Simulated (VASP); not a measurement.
Set up this calculation in VASP 6.6.1, as the native input.

```
Task                   : single point
Functional             : PBE
Potentials or basis    : VASP PAW PBE potentials, release 64 (Ba_sv, Al, Os)
Cutoff                 : 520 eV
k mesh                 : 12 × 12 × 12
Occupations            : gaussian, width 0.1 eV
Spin                   : no spin polarisation
Dipole correction      : no
Further INCAR settings : ALGO = Fast; EDIFF = 1e-06; NBANDS = 20
```

The structure of BaAl2Os lies in POSCAR:

```
BaAl2Os
1.0
    2.1808853163      1.2591347244      5.9828594337
   -2.1808853163      1.2591347244      5.9828594337
    0.0000000000     -2.5182694489      5.9828594337
Ba Al Os
1 2 1
Direct
    0.0000000000      0.0000000000      0.0000000000
    0.1930049496      0.1930049496      0.1930049496
    0.8069950504      0.8069950504      0.8069950504
    0.5000000000      0.5000000000      0.5000000000
```

These files were run (other wordings do the same):

INCAR

```
SYSTEM = BaAl2Os
PREC = Accurate
ENCUT = 520
EDIFF = 1E-6
ISMEAR = 0
SIGMA = 0.1
LREAL = .False.
LASPH = .True.
NELM = 60
ALGO = Fast
ISIF = 2
LWAVE = .False.
LCHARG = .False.
GGA = PE
NBANDS = 20
```

KPOINTS

```
Automatic mesh
0
Gamma
  12 12 12
  0 0 0
```

Potentials or basis: VASP PAW PBE potentials, release 64 (Ba_sv, Al, Os).

Command:

```bash
$ cat potpaw_PBE.64/Ba_sv/POTCAR potpaw_PBE.64/Al/POTCAR potpaw_PBE.64/Os/POTCAR > POTCAR
$ mpirun -np 1 vasp_std > vasp.out
```

It gave:

The pressure is 0.2 GPa and the band gap on the k mesh is zero (bands 12 and 13 overlap by 1.76 eV).

Caveat: spin-orbit coupling is left out, which moves the levels of the heavy elements.

Run time: 8.3 min on 1 thread of AMD EPYC 9R45 96-Core Processor (Zen 5), on a shared host, peak memory 0.61 GiB.
